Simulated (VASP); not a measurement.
Input of a VASP 6.6.1 run:

Contents of INCAR:

```
SYSTEM = SnO2
ALGO = Normal ; EDIFF = 1E-6
ENCUT = 520 ; GGA = PE
ISIF = 2 ; ISMEAR = 0
IVDW = 12 ; LASPH = .TRUE.
LCHARG = .FALSE. ; LREAL = .FALSE.
LWAVE = .FALSE. ; NBANDS = 35
NELM = 60 ; PREC = Accurate
SIGMA = 0.05
```

Contents of KPOINTS:

```
k-points
0
G
  12 12 4
  0 0 0
```

File POSCAR:

```
SnO2
1.0
    3.2727019567      0.0000000000      0.0000000000
   -1.6363509783      2.8342430336      0.0000000000
    0.0000000000      0.0000000000     10.7442805240
Sn O
2 4
Direct
    0.0000000000      0.0000000000      0.5000000000
    0.0000000000      0.0000000000      0.0000000000
    0.6666666667      0.3333333333      0.4017901367
    0.6666666667      0.3333333333      0.0982098633
    0.3333333333      0.6666666667      0.5982098633
    0.3333333333      0.6666666667      0.9017901367
```

Potentials or basis: VASP PAW PBE potentials, release 64 (Sn_d, O).

The run is started by

```console
$ cat potpaw_PBE.64/Sn_d/POTCAR potpaw_PBE.64/O/POTCAR > POTCAR
$ mpirun -np 1 vasp_std > vasp.out
```

Question: Estimate the pressure.

Answer: -7.4 GPa.

Question: Estimate the dispersion energy per atom.

Answer: -0.152 eV.

Question: What does it give for the band gap on the k mesh?

Answer: 1.77 eV (least direct gap 2.05 eV).

Question: Predict the largest force.

Answer: 0.751 eV/Å.

Forces in eV/Å, atoms in the order of the input:
```
Sn   0.000  0.000  0.000
Sn   0.000  0.000  0.000
O    0.000  0.000  0.751
O    0.000  0.000 -0.751
O    0.000  0.000 -0.751
O    0.000  0.000  0.751
```

Caveat: the cell stands under tension; spin-orbit coupling is left out, which moves the levels of the heavy elements. A k mesh can miss the band edges.
